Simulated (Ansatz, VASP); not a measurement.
Eu in VASP and in Ansatz

File INCAR:

```
SYSTEM = Eu
ALGO = Normal
EDIFF = 1E-6
ENCUT = 520
GGA = PE
ISIF = 2
ISMEAR = -1
ISPIN = 2
LASPH = .True.
LCHARG = .False.
LMAXMIX = 6
LORBIT = 11
LREAL = .False.
LWAVE = .False.
MAGMOM = 7 7
NBANDS = 28
NELM = 150
PREC = Accurate
SIGMA = 0.1
```

File KPOINTS:

```
k-points
0
Gamma
  12 12 7
  0 0 0
```

The input POSCAR:

```
Eu
1.0
    3.8620682467      0.0000000000      0.0000000000
   -1.9310341234      3.3446492128      0.0000000000
    0.0000000000      0.0000000000      6.1954790566
Eu
2
Direct
    0.3333333333      0.6666666667      0.2500000000
    0.6666666667      0.3333333333      0.7500000000
```

Input for Ansatz:

```yaml
crystal:
  lattice:
    - [3.8620682467, 0.0, 0.0]
    - [-1.9310341234, 3.3446492128, 0.0]
    - [0.0, 0.0, 6.1954790566]
  atoms:
    - { symbol: Eu, position: [0.3333333333, 0.6666666667, 0.25], spin: 7.0 }
    - { symbol: Eu, position: [0.6666666667, 0.3333333333, 0.75], spin: 7.0 }
magnetization:
  spin_polarized: true
kpoints:
  mp_grid: { grid: [12, 12, 7] }
scf:
  occupations: { method: fermi_dirac, width: 0.1 }
hamiltonian:
  xc: pbe
  pseudopotentials: { kind: all_electron, lapw: { basis_error: 0.001 } }
output:
  forces: true
  stress: true
  eigenvalues: true
  populations: true
```

Change from the starting cell: volume scaled by 0.95, LAPW.

Alike in both runs: task single point; functional PBE; k mesh 12 × 12 × 7; occupations fermi-dirac, width 0.1 eV; collinear spin.

|  | VASP | Ansatz |
| --- | --- | --- |
| version | VASP 6.6.1 | Ansatz 0.2.0 |
| potentials or method | VASP PAW PBE potentials, release 64 (Eu), cutoff 520 eV | all-electron LAPW, scalar-relativistic |

```tsv
	VASP	Ansatz	Ansatz less VASP
pressure (GPa)	0.5	0.9	+0.35
net moment per atom (μB)	7.51	7.52	+0.012
size of the moment on the site where the two differ most (μB)	6.72	7.31	+0.590
```

Site moments also hang on the region over which each program counts them. Ansatz ran all-electron here, and VASP with PAW potentials.

Neither program's run includes spin-orbit coupling.
